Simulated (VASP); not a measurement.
A run of VASP 6.6.1 is set up as follows.

INCAR

```
SYSTEM = Cu
  ALGO = Normal
  EDIFF = 1E-7
  ENCUT = 520
  GGA = CA
  ISIF = 2
  ISMEAR = 0
  LASPH = .TRUE.
  LCHARG = .FALSE.
  LREAL = .FALSE.
  LWAVE = .FALSE.
  NBANDS = 12
  NELM = 60
  PREC = Accurate
  SIGMA = 0.15
```

The input KPOINTS:

```
k-points
0
G
  24 24 24
  0 0 0
```

File POSCAR:

```
Cu
1.0
   -1.4461898224      1.4461898224      1.3587365779
    1.4461898224     -1.4461898224      1.3587365779
    1.4461898224      1.4461898224     -1.3587365779
Cu
1
Direct
    0.0000000000      0.0000000000      0.0000000000
```

Potentials or basis: VASP PAW LDA potentials, release 64 (Cu).

Run with:

```bash
$ cat potpaw_LDA.64/Cu/POTCAR > POTCAR
$ mpirun -np 1 vasp_std > vasp.out
```

(1) Predict the band gap on the k mesh.

(2) Predict the pressure.

## Answers

(1) zero (an odd number of electrons rules out a gap without spin polarisation).

(2) -5.7 GPa.

Caveat: the cell stands under tension.
